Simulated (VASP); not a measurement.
# Ru in VASP: relaxation of the atoms with PBE

Aim: the relaxation of the atoms of Ru with PBE.

Everything below comes from runs of VASP 6.6.1. Logs are shortened: lines on timing, memory, paths and dates and some standing lists are left out, and cuts for length are marked.

### 1 The cell of the first run

The cell holds a slab with vacuum, 4 atoms: a = 2.720 Å, b = 2.720 Å, c = 20.445 Å, α = 90.00°, β = 90.00°, γ = 120.00°.

### 2 Relaxation of the atoms, PBE

The input, INCAR:

```
PREC = Accurate
ENCUT = 520
EDIFF = 1E-6
ISMEAR = 0
SIGMA = 0.1
LREAL = F
LASPH = T
NELM = 100
ALGO = Normal
ISIF = 2
LWAVE = F
LCHARG = F
LDIPOL = T
IDIPOL = 3
DIPOL = 0.5 0.5 0.500
GGA = PE
IBRION = 2
NSW = 70
EDIFFG = -0.03
```

The input, KPOINTS:

```
Automatic mesh
0
Gamma
  12 12 1
```

The input, POSCAR:

```
Ru
1.0
    2.7200250880      0.0000000000      0.0000000000
   -1.3600125440      2.3556108251      0.0000000000
    0.0000000000      0.0000000000     20.4451542509
Ru
4
Selective dynamics
Direct
    0.6666666667      0.3333333333      0.3423794173  F F F
    0.3333333333      0.6666666667      0.4474598058  F F F
    0.6666666667      0.3333333333      0.5525401942  T T T
    0.3333333333      0.6666666667      0.6576205827  T T T
```

Potentials or basis: VASP PAW PBE potentials, release 64 (Ru_pv).

Launch:

```sh
> cat potpaw_PBE.64/Ru_pv/POTCAR > POTCAR
> mpirun -np 1 vasp_std > vasp.out
```

OUTCAR:

```text
PREC = Accurate
   ENCUT = 520
   EDIFF = 1E-6
   ISMEAR = 0
   LREAL = F
   LASPH = T
   NELM = 100
   ISIF = 2
   GGA = PE
   IBRION = 2
   NSW = 70
   EDIFFG = -0.03

 ion  position               nearest neighbor table
   1  0.667  0.333  0.342-   2 2.66   2 2.66   2 2.66
   2  0.333  0.667  0.447-   3 2.66   3 2.66   3 2.66   1 2.66   1 2.66   1 2.66
   3  0.667  0.333  0.553-   2 2.66   2 2.66   2 2.66   4 2.66   4 2.66   4 2.66
   4  0.333  0.667  0.658-   3 2.66   3 2.66   3 2.66

  LATTYP: Found a hexagonal cell.
 ALAT       =     2.7200250880
 C/A-ratio  =     7.5165314986

  Lattice vectors:

 A1 = (   2.7200250880,   0.0000000000,   0.0000000000)
 A2 = (  -1.3600125440,   2.3556108251,   0.0000000000)
 A3 = (   0.0000000000,   0.0000000000,  20.4451542509)

Analysis of symmetry for initial positions (statically):
=====================================================================
 Subroutine PRICEL returns:
 Original cell was already a primitive cell.

 Routine SETGRP: Setting up the symmetry group for a
 hexagonal supercell.

 Subroutine GETGRP returns: Found 12 space group operations
 (whereof 12 operations were pure point group operations)
 out of a pool of 24 trial point group operations.

The static configuration has the point symmetry D_3d.

Analysis of symmetry for dynamics (positions and initial velocities):
=====================================================================
 Subroutine PRICEL returns:
 Original cell was already a primitive cell.

 Routine SETGRP: Setting up the symmetry group for a
 hexagonal supercell.

 Subroutine GETGRP returns: Found 12 space group operations
 (whereof 12 operations were pure point group operations)
 out of a pool of 24 trial point group operations.

The dynamic configuration has the point symmetry D_3d.

Analysis of constrained symmetry for selective dynamics:
=====================================================================
 Subroutine PRICEL returns:
 Original cell was already a primitive cell.

 Routine SETGRP: Setting up the symmetry group for a
 hexagonal supercell.

 Subroutine GETGRP returns: Found  6 space group operations
 (whereof  6 operations were pure point group operations)
 out of a pool of 24 trial point group operations.

The constrained configuration has the point symmetry C_3v.
[... 123 lines left out ...]
   LHFCALC =     F    Hartree Fock is set to
   AEXX    =    0.0000 exact exchange contribution
   IVDW    =     0    specifies the selected vdW correction
   LEPSILON=     F    determine dielectric tensor
   LRPA    =     F    only Hartree local field effects (RPA)
 conjugate gradient relaxation of ions
 non-spin polarized calculation
 Gauss-broadening in eV      SIGMA  =   0.10
  energy-cutoff  :      520.00
  volume of cell :      131.00
 maximum number of plane-waves:      3557
   NGX = 11   NGY = 11   NGZ = 77

--------------------------------------- Ionic step        1  -------------------------------------------

 number of electron      56.0000010 magnetization

 Free energy of the ion-electron system (eV)
  ---------------------------------------------------
  ext. energy  EPLUGINS =         0.00000000
  ---------------------------------------------------
  free energy    TOTEN  =       -34.77967989 eV

  energy without entropy =      -34.75509184  energy(sigma->0) =      -34.76738587

------------------------ aborting loop because EDIFF is reached ----------------------------------------

 vacuum level on the upper side and lower side of the slab       (xc-potential included)        -0.192        -0.191

  FORCE on cell =-STRESS in cart. coord.  units (eV):
  Direction    XX          YY          ZZ          XY          YZ          ZX
  --------------------------------------------------------------------------------------
  -------------------------------------------------------------------------------------
  Total       -3.8770837     -3.8770837     -3.2596269      0.0000000      0.0000000     -0.0000000
  in kB      -47.4186203    -47.4186203    -39.8668233      0.0000000      0.0000000     -0.0000000
  external PRESSURE =     -44.9013547 kB  Pullay stress =       0.0000000 kB
[... 133 lines left out ...]
  FREE ENERGIE OF THE ION-ELECTRON SYSTEM (eV)
  ---------------------------------------------------
  free  energy   TOTEN  =       -34.8011240787 eV

  energy  without entropy=      -34.7756221797  energy(sigma->0) =      -34.78837313

 dipolmoment           0.000000      0.000000      0.003343 electrons x Angstroem

--------------------------------------- Ionic step        5  -------------------------------------------

 number of electron      56.0000011 magnetization

------------------------ aborting loop because EDIFF is reached ----------------------------------------
[... 33 lines left out ...]
--------------------------------------- Ionic step        6  -------------------------------------------

 number of electron      56.0000011 magnetization

 dipolmoment           0.000000      0.000000     -0.001453 electrons x Angstroem

 Free energy of the ion-electron system (eV)
  ---------------------------------------------------
  ext. energy  EPLUGINS =         0.00000000
  ---------------------------------------------------
  free energy    TOTEN  =       -34.80477058 eV

  energy without entropy =      -34.77998631  energy(sigma->0) =      -34.79237845

 E-fermi :   2.4348     XC(G=0):  -6.8453

 val. band max:        2.4230513333   @ k =   0.2500   0.0833   0.0000
 cond. band min:       2.4534226824   @ k =   0.1667   0.0000   0.0000
 fundamental gap:      0.0303713491
 Fermi energy:         2.4348339866

 k-point     1 :       0.0000    0.0000    0.0000
  band No.  band energies     occupation
      1     -41.1677      2.00000
      2     -40.7181      2.00000
      3     -40.4038      2.00000
      4     -40.4038      2.00000
      5     -40.3012      2.00000
      6     -40.3012      2.00000
[... 673 lines left out ...]
     32       3.5823      0.00000
     33       9.8512      0.00000

------------------------ aborting loop because EDIFF is reached ----------------------------------------

 vacuum level on the upper side and lower side of the slab       (xc-potential included)        -0.032         0.009

  FORCE on cell =-STRESS in cart. coord.  units (eV):
  Direction    XX          YY          ZZ          XY          YZ          ZX
  --------------------------------------------------------------------------------------
  -------------------------------------------------------------------------------------
  Total       -3.2621504     -3.2621504     -1.3620303      0.0000000     -0.0000000      0.0000000
  in kB      -39.8976874    -39.8976874    -16.6582931      0.0000000     -0.0000000      0.0000000
  external PRESSURE =     -32.1512226 kB  Pullay stress =       0.0000000 kB
[... 19 lines left out ...]
  FREE ENERGIE OF THE ION-ELECTRON SYSTEM (eV)
  ---------------------------------------------------
  free  energy   TOTEN  =       -34.8047705840 eV

  energy  without entropy=      -34.7799863130  energy(sigma->0) =      -34.79237845

 reached required accuracy - stopping structural energy minimisation

 vacuum level on the upper side and lower side of the slab         7.450         7.490
```

OSZICAR:

```text
N       E                     dE             d eps       ncg     rms          rms(c)
DAV:   1     0.578984172887E+03    0.57898E+03   -0.35637E+04  1582   0.163E+03
DAV:   2    -0.188978193575E+02   -0.59788E+03   -0.58849E+03  1409   0.478E+02
DAV:   3    -0.370387619201E+02   -0.18141E+02   -0.17460E+02  1655   0.789E+01
DAV:   4    -0.374859520512E+02   -0.44719E+00   -0.44459E+00  1540   0.110E+01
[... 74 lines left out ...]
DAV:   5    -0.348047954168E+02    0.18804E-03   -0.13612E-03  1543   0.260E-01    0.593E-02
DAV:   6    -0.348048277699E+02   -0.32353E-04   -0.56660E-04  1600   0.201E-01    0.700E-02
DAV:   7    -0.348047732001E+02    0.54570E-04   -0.44666E-04  1652   0.172E-01    0.192E-02
DAV:   8    -0.348047702604E+02    0.29397E-05   -0.37382E-05  1642   0.362E-02    0.351E-03
DAV:   9    -0.348047705840E+02   -0.32363E-06   -0.85904E-07   760   0.741E-03
   6 F= -.34804771E+02 E0= -.34792378E+02  d E =-.571043E-02
```

It took 6.2 min on 1 thread of AMD EPYC 7R13 (Zen 3), shared host; peak memory 0.24 GiB.

Results:

| Quantity | Value |
| --- | --- |
| Free energy | -34.8048 eV |
| Energy gained by relaxing | 6.3 meV/atom |
| Ionic steps | 6 |
| Band gap on the k mesh | zero (bands 28 and 29 overlap by 2.33 eV) |

The path:
```csv
step,energy change (eV),largest force on free atoms (eV/Å),pressure (GPa)
1,0.0000,0.6614,-4.49
2,-0.0191,0.2024,-3.97
3,-0.0194,0.1717,-3.88
4,-0.0214,0.1420,-3.75
5,-0.0249,0.0429,-3.34
6,-0.0251,0.0100,-3.22
```

Final structure:
```
CELL_PARAMETERS angstrom
2.72003 0.00000 0.00000
-1.36001 2.35561 0.00000
0.00000 0.00000 20.44515
ATOMIC_POSITIONS crystal
Ru 0.66667 0.33333 0.34238
Ru 0.33333 0.66667 0.44746
Ru 0.66667 0.33333 0.55220
Ru 0.33333 0.66667 0.65377
```

The gap in the log of VASP goes by the Fermi energy; the results here count the filled bands.